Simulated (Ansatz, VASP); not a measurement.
## Two plane-wave programs on KF

```
K F
1.0
     0.00000    2.71054    2.71054
     2.52080    0.00000    2.71054
     2.52080    2.71054    0.00000
K F
1 1
Direct
  0.00000 0.00000 0.00000
  0.50000 0.50000 0.50000
```

Change from the starting cell: normal strain along x -0.0700, normal strain along z +0.0000.

Alike in both runs: task single point; functional PBE; k mesh 8 × 8 × 8; occupations gaussian, width 0.05 eV; no spin polarisation.

|  | VASP | Ansatz |
| --- | --- | --- |
| version | VASP 6.6.1 | Ansatz 0.2.0 |
| potentials or method | VASP PAW PBE potentials, release 64 (K_sv, F), cutoff 520 eV | scalar-relativistic, plane waves, PAW |
| valence electrons in the cell | 16 | 16 |

|  | VASP | Ansatz | Ansatz less VASP |
| --- | --- | --- | --- |
| gap on the k mesh at the Fermi level (eV) | 6.19 | 6.21 | +0.018 |
| least direct gap on the mesh (eV) | 6.19 | 6.21 | +0.018 |
| pressure (GPa) | 3.1 | 3.0 | -0.08 |
| traceless stress, the component that is largest in VASP (GPa) | 3.90 | 3.76 | -0.144 |

With one functional, cell and mesh, what is left measures potentials, basis and numerics.
